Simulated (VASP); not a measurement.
CaO (zincblende type):

```
Ca O
1.0
     0.00000    2.62183    2.62183
     2.62183    0.00000    2.62183
     2.62183    2.62183    0.00000
Ca O
1 1
Cartesian
  0.0000 0.0000 0.0000
  1.3109 1.3109 1.3109
```

Base run:

```yaml
Program: VASP 6.6.1
Functional: PBE
Potentials_or_basis: VASP PAW PBE potentials, release 64 (Ca_sv, O)
Cutoff: 520 eV
k_mesh: 11 × 11 × 11
Occupations: fermi-dirac, width 0.05 eV
Spin: no spin polarisation
```

Its results: band gap on the k mesh 3.28 eV, indirect (least direct gap 3.86 eV); pressure 0.5 GPa.

Problem. The run is repeated on the same cell with these changes: functional from PBE to r2SCAN; further incar settings from ALGO = Normal; EDIFF = 1e-06; NBANDS = 15 to ALGO = Normal; EDIFF = 1e-08; NBANDS = 15. What comes out?

Solution. Band gap on the k mesh 3.69 eV, indirect (least direct gap 4.27 eV); pressure -0.5 GPa.

Caveats: the PAW data sets were made with another functional, which shifts forces and pressure a little (some runs).

A k mesh can miss the band edges.
